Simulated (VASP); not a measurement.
# KCl (Imm2) in VASP: single point with r2SCAN

Aim: the single point of KCl with r2SCAN.

Program: VASP 6.6.1. These are calculated values, not measurements. Logs are shortened: lines on timing, memory, paths and dates and some standing lists are left out, and cuts for length are marked.

### Step 1. The cell of the first run

The structure is orthorhombic, space group Imm2 (No. 44). The conventional cell has a = 4.463 Å, b = 6.312 Å, c = 4.463 Å, α = 90.00°, β = 90.00°, γ = 90.00°. Within 3.9 Å of K (site symmetry mm2) lie 6 Cl at 2.94 to 3.39 Å. Within 3.9 Å of Cl (site symmetry mm2) lie 6 K at 2.94 to 3.39 Å.

### Step 2. Single point, r2SCAN (atom 2 (Cl) moved by (-0.225, -0.225) A along x and y)

POSCAR

```
KCl
1.0
    0.0000000000      3.1561000000      3.1561000000
    3.1561000000      0.0000000000      3.1561000000
    3.1561000000      3.1561000000      0.0000000000
K Cl
1 1
Direct
    0.0000000000      0.0000000000      0.0000000000
    0.5000000000      0.5000000000      0.4287094832
```

INCAR.step1

```
PREC = Accurate
ENCUT = 520
ISMEAR = 0
SIGMA = 0.05
LREAL = False
LASPH = True
NELM = 100
NBANDS = 15
GGA = PE
ALGO = Normal
EDIFF = 1E-4
LWAVE = True
LCHARG = False
```

INCAR.step2

```
PREC = Accurate
ENCUT = 520
EDIFF = 1E-6
ISMEAR = 0
SIGMA = 0.05
LREAL = False
LASPH = True
NELM = 100
ALGO = Normal
ISIF = 2
LWAVE = False
LCHARG = False
METAGGA = R2SCAN
LMIXTAU = True
NBANDS = 15
ISTART = 1
```

KPOINTS

```
Automatic mesh
0
Gamma
  6 6 6
```

Potentials or basis: VASP PAW PBE potentials, release 64 (K_sv, Cl).

Command:

```sh
$ cat potpaw_PBE.64/K_sv/POTCAR potpaw_PBE.64/Cl/POTCAR > POTCAR
$ cp INCAR.step1 INCAR
$ mpirun -np 1 vasp_std > vasp.out
$ cp INCAR.step2 INCAR
$ mpirun -np 1 vasp_std > vasp.out
```

OUTCAR:

```text
PREC = Accurate
   ENCUT = 520
   EDIFF = 1E-6
   ISMEAR = 0
   LREAL = False
   LASPH = True
   NELM = 100
   ISIF = 2
   METAGGA = R2SCAN
   ISTART = 1

 ion  position               nearest neighbor table
   1  0.000  0.000  0.000-   2 2.94   2 2.94   2 3.17   2 3.17
   2  0.500  0.500  0.429-   1 2.94   1 2.94   1 3.17   1 3.17

  LATTYP: Found a face centered cubic cell.
 ALAT       =     6.3122000000

  Lattice vectors:

 A1 = (   0.0000000000,   3.1561000000,   3.1561000000)
 A2 = (   3.1561000000,   0.0000000000,   3.1561000000)
 A3 = (   3.1561000000,   3.1561000000,   0.0000000000)

Analysis of symmetry for initial positions (statically):
=====================================================================
 Subroutine PRICEL returns:
 Original cell was already a primitive cell.

 Routine SETGRP: Setting up the symmetry group for a
 face centered cubic supercell.

 Subroutine GETGRP returns: Found  4 space group operations
 (whereof  4 operations were pure point group operations)
 out of a pool of 48 trial point group operations.

The static configuration has the point symmetry C_2v.

Analysis of symmetry for dynamics (positions and initial velocities):
=====================================================================
 Subroutine PRICEL returns:
 Original cell was already a primitive cell.

 Routine SETGRP: Setting up the symmetry group for a
 face centered cubic supercell.

 Subroutine GETGRP returns: Found  4 space group operations
 (whereof  4 operations were pure point group operations)
 out of a pool of 48 trial point group operations.

The dynamic configuration has the point symmetry C_2v.

 Subroutine INISYM returns: Found  4 space group operations
 (whereof  4 operations are pure point group operations),
 and found     1 'primitive' translations

----------------------------------------------------------------------------------------

                                     Primitive cell

  volume of cell :      62.8756

  direct lattice vectors                    reciprocal lattice vectors
     0.000000000  3.156100000  3.156100000    -0.158423371  0.158423371  0.158423371
     3.156100000  0.000000000  3.156100000     0.158423371 -0.158423371  0.158423371
     3.156100000  3.156100000  0.000000000     0.158423371  0.158423371 -0.158423371

  length of vectors
     4.463399424  4.463399424  4.463399424     0.274397327  0.274397327  0.274397327

  position of ions in fractional coordinates (direct lattice)
     0.000000000  0.000000000  0.000000000
     0.500000000  0.500000000  0.428709483

  ion indices of the primitive-cell ions
   primitive index   ion index
[... 82 lines left out ...]
   POTIM  = 0.5000    time-step for ionic-motion
   TEBEG  =    0.0;   TEEND  =   0.0 temperature during run
   PSTRESS=    0.0 pullay stress
   NELECT =      16.0000    total number of electrons
   NUPDOWN=      -1.0000    fix difference up-down
   EMIN   =  10.00;   EMAX   =-10.00  energy-range for DOS
   EFERMI =   0.00;   METHOD = LEGACY
   ISMEAR =     0;   SIGMA  =   0.05  broadening in eV -4-tet -1-fermi 0-gaus
   EFERMI_NEDOS =   21; number of points for ismear=-14 and -15
   IALGO  =     38    algorithm
   IMIX   =      4    mixing-type and parameters
     AMIX     =   0.40;   BMIX     =  1.00
     AMIX_MAG =   1.60;   BMIX_MAG =  1.00
  volume/ion in A,a.u.               =      31.44       212.15
  Fermi-wavevector in a.u.,A,eV,Ry     =   1.037419  1.960437 14.643101  1.076238
  Thomas-Fermi vector in A             =   2.171856
   LORBIT       =      0    0 simple, 1 ext, 2 COOP (PROOUT), +10 PAW based schemes
   METAGGA = R2SCAN    functional components
   LHFCALC =     F    Hartree Fock is set to
   AEXX    =    0.0000 exact exchange contribution
   IVDW    =     0    specifies the selected vdW correction
   LEPSILON=     F    determine dielectric tensor
   LRPA    =     F    only Hartree local field effects (RPA)
 non-spin polarized calculation
 Gauss-broadening in eV      SIGMA  =   0.05
  energy-cutoff  :      520.00
  volume of cell :       62.88
 maximum number of plane-waves:      1711
 NGX is ok and might be reduce to    36
   NGX = 17   NGY = 17   NGZ = 17

 number of electron      16.0000000 magnetization

 Free energy of the ion-electron system (eV)
  ---------------------------------------------------
  ext. energy  EPLUGINS =         0.00000000
  ---------------------------------------------------
  free energy    TOTEN  =       -16.43271110 eV

  energy without entropy =      -16.43271110  energy(sigma->0) =      -16.43271110

 E-fermi :  -2.0370     XC(G=0):  -7.8959

 val. band max:       -2.3321706057   @ k =   0.0000   0.0000   0.0000
 cond. band min:       3.4842824659   @ k =   0.0000   0.0000   0.0000
 fundamental gap:      5.8164530715
 Fermi energy:        -2.0369610459

 k-point     1 :       0.0000    0.0000    0.0000
  band No.  band energies     occupation
      1     -30.5595      2.00000
      2     -14.9964      2.00000
      3     -13.2598      2.00000
      4     -13.2523      2.00000
      5     -13.2343      2.00000
      6      -2.3387      2.00000
      7      -2.3386      2.00000
      8      -2.3322      2.00000
      9       3.4843      0.00000
     10       6.7115      0.00000
     11       6.8450      0.00000
     12       6.9276      0.00000
     13       7.8536      0.00000
     14       7.9472      0.00000
[... 401 lines left out ...]
      2     -15.0681      2.00000
      3     -13.2808      2.00000
      4     -13.2602      2.00000
      5     -13.1252      2.00000
      6      -2.9138      2.00000
      7      -2.5279      2.00000
      8      -2.4875      2.00000
      9       4.9108      0.00000
     10       6.3598      0.00000
     11       7.3944      0.00000
     12       8.1147      0.00000
     13       8.4944      0.00000
     14       9.0997      0.00000
     15      11.5913      0.00000

 [... further k-points ...]
[... 5 lines left out ...]
  --------------------------------------------------------------------------------------
  -------------------------------------------------------------------------------------
  Total        0.3923651      0.3923651     -0.1442283     -0.1432057      0.0000000      0.0000000
  in kB        9.9981286      9.9981286     -3.6751818     -3.6491228      0.0000000      0.0000000
  external PRESSURE =       5.4403584 kB  Pullay stress =       0.0000000 kB

 VOLUME and BASIS-vectors are now :
 -----------------------------------------------------------------------------
  energy-cutoff  :      520.00
  volume of cell :       62.88
      direct lattice vectors                 reciprocal lattice vectors
     0.000000000  3.156100000  3.156100000    -0.158423371  0.158423371  0.158423371
     3.156100000  0.000000000  3.156100000     0.158423371 -0.158423371  0.158423371
     3.156100000  3.156100000  0.000000000     0.158423371  0.158423371 -0.158423371

 POSITION                                       TOTAL-FORCE (eV/Angst)
 -----------------------------------------------------------------------------------
      0.00000      0.00000      0.00000        -0.339327     -0.339327      0.000000
      2.93110      2.93110      3.15610         0.339327      0.339327      0.000000
 -----------------------------------------------------------------------------------
    total drift:                                0.000404      0.000404     -0.000000

  FREE ENERGIE OF THE ION-ELECTRON SYSTEM (eV)
  ---------------------------------------------------
  free  energy   TOTEN  =       -16.4327110969 eV

  energy  without entropy=      -16.4327110969  energy(sigma->0) =      -16.43271110
```

OSZICAR.step1:

```text
N       E                     dE             d eps       ncg     rms          rms(c)
DAV:   1     0.100708622883E+03    0.10071E+03   -0.70858E+03  1380   0.953E+02
DAV:   2    -0.759770624977E+00   -0.10147E+03   -0.93239E+02  1775   0.236E+02
DAV:   3    -0.682306037505E+01   -0.60633E+01   -0.60318E+01  1961   0.514E+01
DAV:   4    -0.704280053772E+01   -0.21974E+00   -0.21968E+00  2101   0.903E+00
DAV:   5    -0.704442337441E+01   -0.16228E-02   -0.16228E-02  1954   0.900E-01    0.353E+00
DAV:   6    -0.674024190133E+01    0.30418E+00   -0.44717E-01  1779   0.341E+00    0.284E+00
DAV:   7    -0.672450827456E+01    0.15734E-01   -0.11209E-01  1947   0.191E+00    0.163E+00
DAV:   8    -0.673724211851E+01   -0.12734E-01   -0.17639E-02  1709   0.994E-01    0.215E-01
DAV:   9    -0.673780325718E+01   -0.56114E-03   -0.85719E-04  1912   0.186E-01    0.108E-01
DAV:  10    -0.673849254694E+01   -0.68929E-03   -0.70648E-04  1492   0.165E-01    0.178E-02
DAV:  11    -0.673850415002E+01   -0.11603E-04   -0.19654E-05  1523   0.320E-02
   1 F= -.67385042E+01 E0= -.67385042E+01  d E =-.149148E-15
```

It took 74 s on 1 thread of Intel Xeon 6975P-C (Granite Rapids), shared host; peak memory 0.23 GiB.

What came out:

* Free energy: -16.4327 eV
* Pressure: 0.5 GPa
* Largest force: 0.480 eV/Å
* Band gap on the k mesh: 5.82 eV, direct

Forces on the atoms (eV/Å):
```
K   -0.339 -0.339  0.000
Cl   0.339  0.339  0.000
```

Stress tensor (GPa, compression positive):
```
 1.00 -0.36  0.00
-0.36  1.00  0.00
 0.00  0.00 -0.37
```

Levels at points of the mesh, in eV from the valence-band top:
| k point | band 4 | band 5 | band 6 | band 7 | band 8 | band 9 | band 10 | band 11 | band 12 | band 13 |
| --- | --- | --- | --- | --- | --- | --- | --- | --- | --- | --- |
| (0.00, 0.00, 0.00) | -10.92 | -10.90 | -0.01 | -0.01 | 0.00 | 5.82 | 9.04 | 9.18 | 9.26 | 10.19 |
| (0.50, 0.00, 0.00) | -10.93 | -10.67 | -0.99 | -0.28 | -0.24 | 8.04 | 9.11 | 11.08 | 11.11 | 12.14 |
| (0.00, 0.00, 0.50) | -10.93 | -10.70 | -1.00 | -0.30 | -0.28 | 8.11 | 9.28 | 11.09 | 11.36 | 11.98 |
| (0.50, 0.50, 0.00) | -10.98 | -10.92 | -0.64 | -0.23 | -0.21 | 7.23 | 9.08 | 10.69 | 11.17 | 11.64 |
| (0.00, 0.50, 0.50) | -10.97 | -10.93 | -0.61 | -0.23 | -0.19 | 7.15 | 9.16 | 10.15 | 11.19 | 12.21 |

Caveat: the cell differs from its parent crystal (atom 2 (Cl) moved by (-0.225, -0.225) A along x and y); the PAW data sets were made with another functional, which shifts forces and pressure a little.
